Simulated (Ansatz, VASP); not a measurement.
## SiC in VASP and in Ansatz

```xyz
2
Lattice="1.3667 -3.2217 0.0000 1.3667 3.2217 0.0000 0.0000 0.0000 2.7286" Properties=species:S:1:pos:R:3 pbc="T T T"
Si    1.3667    0.0000    0.0000
C     0.0000    0.0000    1.3643
```

Alike in both runs: task relaxation of cell and atoms; functional PBE; k mesh 22 × 22 × 20; occupations gaussian, width 0.1 eV; no spin polarisation.

|  | VASP | Ansatz |
| --- | --- | --- |
| version | VASP 6.6.1 | Ansatz 0.2.0 |
| potentials or method | VASP PAW PBE potentials, release 64 (Si, C), cutoff 600 eV | scalar-relativistic, plane waves, PAW |
| valence electrons in the cell | 8 | 8 |

|  | VASP | Ansatz | Ansatz less VASP |
| --- | --- | --- | --- |
| gap on the k mesh at the Fermi level, each at its own relaxed structure (eV) | none | none | - |
| relaxed volume (Å³/atom) | 12.76 | 12.77 | +0.016 |
| relaxed cell length with the largest relative difference (Å) | 3.703 | 3.706 | +0.0034 |

A gap of «none» marks a metal or a gap that the smearing closes.
